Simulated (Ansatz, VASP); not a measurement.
**One calculation of Si4Cl, two programs**

```
Si Cl
1.0
     4.69856    0.00000    0.00000
     0.00000    4.69856    0.00000
     0.00000    0.00000    4.69856
Si Cl
4 1
Direct
  0.00000 0.00000 0.00000
  0.50000 0.50000 0.00000
  0.50000 0.00000 0.50000
  0.00000 0.50000 0.50000
  0.50000 0.50000 0.50000
```

Change from the starting cell: species swapped into the Ni4N type (Pm-3m, No. 221).

Alike in both runs: functional PBE; k mesh 4 × 4 × 4; occupations gaussian, width 0.1 eV; no spin polarisation.

Ansatz relaxed the structure, and its values are those at the end. VASP's run is a single point on that final structure, the one shown.

|  | VASP | Ansatz |
| --- | --- | --- |
| version | VASP 6.6.1 | Ansatz 0.2.0 |
| potentials or method | VASP PAW PBE potentials, release 64 (Si, Cl), cutoff 520 eV | scalar-relativistic, plane waves, PAW |
| valence electrons in the cell | 23 | 23 |

Ansatz gave:

```
gap on the k mesh at the Fermi level (eV) : none
pressure (GPa)                            : 0.1
```

Estimate VASP's values.

gap on the k mesh at the Fermi level (eV): none; pressure (GPa): 0.2.

A gap of «none» marks a metal or a gap that the smearing closes. With one functional, cell and mesh, what is left measures potentials, basis and numerics.
